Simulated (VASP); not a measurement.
# In (I4_1/amd) in VASP: further runs

Runs on In. Level: PBE. Tasks: single point.

All numbers are computed with VASP 6.6.1; they aren't measurements. Logs are shortened: lines on timing, memory, paths and dates and some standing lists are left out, and cuts for length are marked.

**1. The cell of the first run**

It takes space group I4_1/amd (No. 141, tetragonal). The conventional cell has a = 4.539 Å, b = 4.539 Å, c = 2.401 Å, α = 90.00°, β = 90.00°, γ = 90.00°. In (site symmetry -4m2) has 10 In at 2.35 to 2.90 Å within 3.1 Å.

**2. Single point, PBE**

Contents of INCAR:

```
PREC = Accurate ; ENCUT = 520
EDIFF = 1E-7 ; ISMEAR = -1
SIGMA = 0.05 ; LREAL = F
LASPH = T ; NELM = 80
ALGO = Normal ; ISIF = 2
LWAVE = F ; LCHARG = F
GGA = PE ; NBANDS = 20
```

Contents of KPOINTS:

```
regular mesh
0
Gamma
  13 13 13
```

Contents of POSCAR:

```
In
1.0
   -2.2695040518      2.2695040518      1.2007204764
    2.2695040518     -2.2695040518      1.2007204764
    2.2695040518      2.2695040518     -1.2007204764
In
2
Direct
   -0.3750000000     -0.1250000000     -0.2500000000
    0.3750000000      0.1250000000      0.2500000000
```

Potentials or basis: VASP PAW PBE potentials, release 64 (In_d).

Launch:

```sh
> cat potpaw_PBE.64/In_d/POTCAR > POTCAR
> mpirun -np 1 vasp_std > vasp.out
```

OUTCAR:

```text
PREC = Accurate
   ENCUT = 520
   EDIFF = 1E-7
   ISMEAR = -1
   LREAL = F
   LASPH = T
   NELM = 80
   ISIF = 2
   GGA = PE

 ion  position               nearest neighbor table
   1  0.625  0.875  0.750-   2 2.35   2 2.35   2 2.35   2 2.35   2 2.90   2 2.90   2 2.90   2 2.90
                             2 3.76   2 3.76
   2  0.375  0.125  0.250-   1 2.35   1 2.35   1 2.35   1 2.35   1 2.90   1 2.90   1 2.90   1 2.90
                             1 3.76   1 3.76

  LATTYP: Found a body centered tetragonal cell.
 ALAT       =     4.5390081036
 C/A-ratio  =     0.5290673420

  Lattice vectors:

 A1 = (  -2.2695040518,   2.2695040518,   1.2007204764)
 A2 = (   2.2695040518,  -2.2695040518,   1.2007204764)
 A3 = (   2.2695040518,   2.2695040518,  -1.2007204764)

Analysis of symmetry for initial positions (statically):
=====================================================================
 Subroutine PRICEL returns:
 Original cell was already a primitive cell.

 Routine SETGRP: Setting up the symmetry group for a
 body centered tetragonal supercell.

 Subroutine GETGRP returns: Found 16 space group operations
 (whereof  4 operations were pure point group operations)
 out of a pool of 16 trial point group operations.

The static configuration has the point symmetry C_2h.
 The point group associated with its full space group is D_4h.

Analysis of symmetry for dynamics (positions and initial velocities):
=====================================================================
 Subroutine PRICEL returns:
 Original cell was already a primitive cell.

 Routine SETGRP: Setting up the symmetry group for a
 body centered tetragonal supercell.

 Subroutine GETGRP returns: Found 16 space group operations
 (whereof  4 operations were pure point group operations)
 out of a pool of 16 trial point group operations.

The dynamic configuration has the point symmetry C_2h.
 The point group associated with its full space group is D_4h.

 Subroutine INISYM returns: Found 16 space group operations
 (whereof  4 operations are pure point group operations),
 and found     1 'primitive' translations

----------------------------------------------------------------------------------------

                                     Primitive cell

  volume of cell :      24.7380

  direct lattice vectors                    reciprocal lattice vectors
    -2.269504052  2.269504052  1.200720476     0.000000000  0.220312451  0.416416651
     2.269504052 -2.269504052  1.200720476     0.220312451  0.000000000  0.416416651
     2.269504052  2.269504052 -1.200720476     0.220312451  0.220312451  0.000000000

  length of vectors
     3.426810025  3.426810025  3.426810025     0.471105512  0.471105512  0.311568856

  position of ions in fractional coordinates (direct lattice)
     0.625000000  0.875000000  0.750000000
     0.375000000  0.125000000  0.250000000

  ion indices of the primitive-cell ions
   primitive index   ion index
                 1           1
                 2           2

----------------------------------------------------------------------------------------

 KPOINTS: regular mesh

Automatic generation of k-mesh.
 Grid dimensions read from file:
 generate k-points for:   13   13   13

 Generating k-lattice:

  Cartesian coordinates                     Fractional coordinates (reciprocal lattice)
     0.000000000  0.016947112  0.032032050     0.076923077  0.000000000  0.000000000
     0.016947112  0.000000000  0.032032050     0.000000000  0.076923077  0.000000000
     0.016947112  0.016947112  0.000000000     0.000000000  0.000000000  0.076923077

  Length of vectors
     0.036238886  0.036238886  0.023966835

  Shift w.r.t. Gamma in fractional coordinates (k-lattice)
     0.000000000  0.000000000  0.000000000

 Subroutine IBZKPT returns following result:
 ===========================================

 Found    196 irreducible k-points:

 Following reciprocal coordinates:
            Coordinates               Weight
  0.000000  0.000000  0.000000      1.000000
  0.076923  0.000000 -0.000000      8.000000
  0.153846  0.000000  0.000000      8.000000
  0.230769  0.000000 -0.000000      8.000000
  0.307692  0.000000  0.000000      8.000000
  0.384615  0.000000 -0.000000      8.000000
[... 16 lines left out ...]
  0.384615  0.153846 -0.000000     16.000000
  0.461538  0.153846 -0.000000     16.000000
 [... further k-points ...]
   k-points           NKPTS =    196   k-points in BZ     NKDIM =    196   number of bands    NBANDS=     20
   number of dos      NEDOS =    301   number of ions     NIONS =      2
   total plane-waves  NPLWV =  21952
   dimension x,y,z NGX =    28 NGY =   28 NGZ =   28
   dimension x,y,z NGXF=    56 NGYF=   56 NGZF=   56
   ions per type =               2
   NGX,Y,Z   is equivalent  to a cutoff of  13.58, 13.58, 13.58 a.u.
   NGXF,Y,Z  is equivalent  to a cutoff of  27.17, 27.17, 27.17 a.u.
 SYSTEM =  unknown system
   PREC   = accura    normal or accurate (medium, high low for compatibility)
   ISTART =      0    job   : 0-new  1-cont  2-samecut
   ICHARG =      2    charge: 1-file 2-atom 10-const
   ISPIN  =      1    spin polarized calculation?
   LNONCOLLINEAR =      F non collinear calculations
   LSORBIT =      F    spin-orbit coupling
   LASPH  =      T    aspherical Exc in radial PAW
   ENCUT  =  520.0 eV  38.22 Ry    6.18 a.u.   6.37  6.37  6.37*2*pi/ulx,y,z
   NELM   =     80;   NELMIN=  2; NELMDL= -5     # of ELM steps
   EDIFF  = 0.1E-06   stopping-criterion for ELM
   LREAL  =      F    real-space projection
   EDIFFG = 0.1E-05   stopping-criterion for IOM
   NSW    =      0    number of steps for IOM
   IBRION =     -1    ionic relax: 0-MD 1-quasi-New 2-CG
   NFREE  =      0    steps in history (QN), initial steepest desc. (CG)
   ISIF   =      2    stress and relaxation
   ISYM   =      2    0-nonsym 1-usesym 2-fastsym
   POTIM  = 0.5000    time-step for ionic-motion
   TEBEG  =    0.0;   TEEND  =   0.0 temperature during run
   PSTRESS=    0.0 pullay stress
   NELECT =      26.0000    total number of electrons
   NUPDOWN=      -1.0000    fix difference up-down
   EMIN   =  10.00;   EMAX   =-10.00  energy-range for DOS
   EFERMI =   0.00;   METHOD = LEGACY
   ISMEAR =    -1;   SIGMA  =   0.05  broadening in eV -4-tet -1-fermi 0-gaus
   EFERMI_NEDOS =   21; number of points for ismear=-14 and -15
   IALGO  =     38    algorithm
   IMIX   =      4    mixing-type and parameters
     AMIX     =   0.40;   BMIX     =  1.00
     AMIX_MAG =   1.60;   BMIX_MAG =  1.00
  volume/ion in A,a.u.               =      12.37        83.47
  Fermi-wavevector in a.u.,A,eV,Ry     =   1.664478  3.145407 37.694754  2.770486
  Thomas-Fermi vector in A             =   2.751015
   LORBIT       =      0    0 simple, 1 ext, 2 COOP (PROOUT), +10 PAW based schemes
   GGA     = PE    functional components
   LHFCALC =     F    Hartree Fock is set to
   AEXX    =    0.0000 exact exchange contribution
   IVDW    =     0    specifies the selected vdW correction
   LEPSILON=     F    determine dielectric tensor
   LRPA    =     F    only Hartree local field effects (RPA)
 non-spin polarized calculation
  energy-cutoff  :      520.00
  volume of cell :       24.74
 maximum number of plane-waves:       693
 NGX is ok and might be reduce to    28
   NGX = 13   NGY = 13   NGZ = 13

 number of electron      25.9999992 magnetization

 Free energy of the ion-electron system (eV)
  ---------------------------------------------------
  ext. energy  EPLUGINS =         0.00000000
  ---------------------------------------------------
  free energy    TOTEN  =         5.83244999 eV

  energy without entropy =        5.83886384  energy(sigma->0) =        5.83565692

 E-fermi :  20.4391     XC(G=0): -14.3485

 val. band max:       20.4342875501   @ k =  -0.3077  -0.3846   0.1538
 cond. band min:      20.4757404158   @ k =   0.2308   0.1538   0.0769
 fundamental gap:      0.0414528656
 Fermi energy:        20.4390989010

 k-point     1 :       0.0000    0.0000    0.0000
  band No.  band energies     occupation
      1       1.1720      2.00000
      2       1.3123      2.00000
      3       1.8013      2.00000
      4       1.8197      2.00000
      5       3.3797      2.00000
      6       4.1818      2.00000
[... 12 lines left out ...]
     19      37.6590      0.00000
     20      37.8768      0.00000

 k-point     2 :       0.0769    0.0000   -0.0000
  band No.  band energies     occupation
      1       1.2012      2.00000
      2       1.3837      2.00000
      3       1.9409      2.00000
      4       1.9799      2.00000
      5       3.5920      2.00000
      6       3.9264      2.00000
[... 12 lines left out ...]
     19      35.0752      0.00000
     20      36.5211      0.00000

 k-point     3 :       0.1538    0.0000    0.0000
  band No.  band energies     occupation
      1       1.3038      2.00000
      2       1.5823      2.00000
      3       2.2149      2.00000
      4       2.4391      2.00000
      5       3.4998      2.00000
      6       3.6036      2.00000
[... 12 lines left out ...]
     19      33.5342      0.00000
     20      33.7461      0.00000

 k-point     4 :       0.2308    0.0000   -0.0000
  band No.  band energies     occupation
      1       1.4558      2.00000
      2       1.8481      2.00000
      3       2.3626      2.00000
      4       2.9488      2.00000
      5       3.0487      2.00000
      6       3.5810      2.00000
[... 12 lines left out ...]
     19      31.0452      0.00000
     20      34.1789      0.00000

 k-point     5 :       0.3077    0.0000    0.0000
  band No.  band energies     occupation
      1       1.5706      2.00000
      2       1.9945      2.00000
      3       2.2969      2.00000
      4       2.8122      2.00000
      5       2.8721      2.00000
      6       3.6891      2.00000
[... 12 lines left out ...]
     19      30.4762      0.00000
     20      33.7098      0.00000

 k-point     6 :       0.3846    0.0000   -0.0000
  band No.  band energies     occupation
      1       1.5867      2.00000
      2       1.8529      2.00000
      3       2.3078      2.00000
      4       2.4506      2.00000
      5       2.9685      2.00000
      6       3.4759      2.00000
[... 12 lines left out ...]
     19      31.9461      0.00000
     20      34.0840      0.00000

 k-point     7 :       0.4615    0.0000   -0.0000
  band No.  band energies     occupation
      1       1.5909      2.00000
      2       1.7080      2.00000
      3       2.1497      2.00000
      4       2.3680      2.00000
      5       3.1794      2.00000
      6       3.3544      2.00000
[... 12 lines left out ...]
     19      32.6728      0.00000
     20      35.5139      0.00000
[... 277 lines left out ...]
 k-point    20 :       0.1538    0.1538   -0.0000
  band No.  band energies     occupation
      1       1.4847      2.00000
      2       2.0421      2.00000
      3       2.2156      2.00000
      4       2.7942      2.00000
      5       3.3700      2.00000
      6       3.4063      2.00000
[... 12 lines left out ...]
     19      30.4842      0.00000
     20      34.1170      0.00000

 k-point    21 :       0.2308    0.1538   -0.0000
  band No.  band energies     occupation
      1       1.4534      2.00000
      2       1.9077      2.00000
      3       2.2903      2.00000
      4       2.8704      2.00000
      5       2.9464      2.00000
      6       3.2465      2.00000
[... 12 lines left out ...]
     19      31.6604      0.00000
     20      34.3342      0.00000

 k-point    22 :       0.3077    0.1538   -0.0000
  band No.  band energies     occupation
      1       1.4058      2.00000
      2       1.7348      2.00000
      3       2.4896      2.00000
      4       2.5414      2.00000
      5       3.0992      2.00000
      6       3.1532      2.00000
[... 12 lines left out ...]
     19      33.1458      0.00000
     20      34.7305      0.00000

 k-point    23 :       0.3846    0.1538   -0.0000
  band No.  band energies     occupation
      1       1.4572      2.00000
      2       1.7402      2.00000
      3       2.2606      2.00000
      4       2.6109      2.00000
      5       3.0972      2.00000
      6       3.3499      2.00000
[... 12 lines left out ...]
     19      33.4212      0.00000
     20      35.4733      0.00000

 k-point    24 :       0.4615    0.1538   -0.0000
  band No.  band energies     occupation
      1       1.5874      2.00000
      2       1.9171      2.00000
      3       2.1852      2.00000
      4       2.5923      2.00000
      5       3.1806      2.00000
      6       3.3960      2.00000
[... 12 lines left out ...]
     19      34.0049      0.00000
     20      35.7279      0.00000

 [... further k-points ...]

------------------------ aborting loop because EDIFF is reached ----------------------------------------

  FORCE on cell =-STRESS in cart. coord.  units (eV):
  Direction    XX          YY          ZZ          XY          YZ          ZX
  --------------------------------------------------------------------------------------
  -------------------------------------------------------------------------------------
  Total       37.9807946     37.9807946     37.9749719      0.0000000      0.0000000      0.0000000
  in kB     2459.8622983   2459.8622983   2459.4851833      0.0000000      0.0000000      0.0000000
  external PRESSURE =    2459.7365933 kB  Pullay stress =       0.0000000 kB

 VOLUME and BASIS-vectors are now :
 -----------------------------------------------------------------------------
  energy-cutoff  :      520.00
  volume of cell :       24.74
      direct lattice vectors                 reciprocal lattice vectors
    -2.269504052  2.269504052  1.200720476     0.000000000  0.220312451  0.416416651
     2.269504052 -2.269504052  1.200720476     0.220312451  0.000000000  0.416416651
     2.269504052  2.269504052 -1.200720476     0.220312451  0.220312451  0.000000000

 POSITION                                       TOTAL-FORCE (eV/Angst)
 -----------------------------------------------------------------------------------
      2.26950      1.13475      0.90054         0.000000     -0.000000      0.000000
      0.00000      1.13475      0.30018        -0.000000      0.000000     -0.000000
 -----------------------------------------------------------------------------------
    total drift:                                0.000000      0.000000     -0.000000

  FREE ENERGIE OF THE ION-ELECTRON SYSTEM (eV)
  ---------------------------------------------------
  free  energy   TOTEN  =         5.8324499938 eV

  energy  without entropy=        5.8388638440  energy(sigma->0) =        5.83565692
```

It took 79 s on 1 thread of AMD EPYC 9R45 (Zen 5), shared host; peak memory 0.18 GiB.

Results:

```
Free energy            : 5.8324 eV
Pressure               : 246.0 GPa
Band gap on the k mesh : zero (bands 13 and 14 overlap by 10.07 eV)
```

Caveat: the cell stands under pressure; spin-orbit coupling is left out, which moves the levels of the heavy elements.

[end of part 1 of 2]
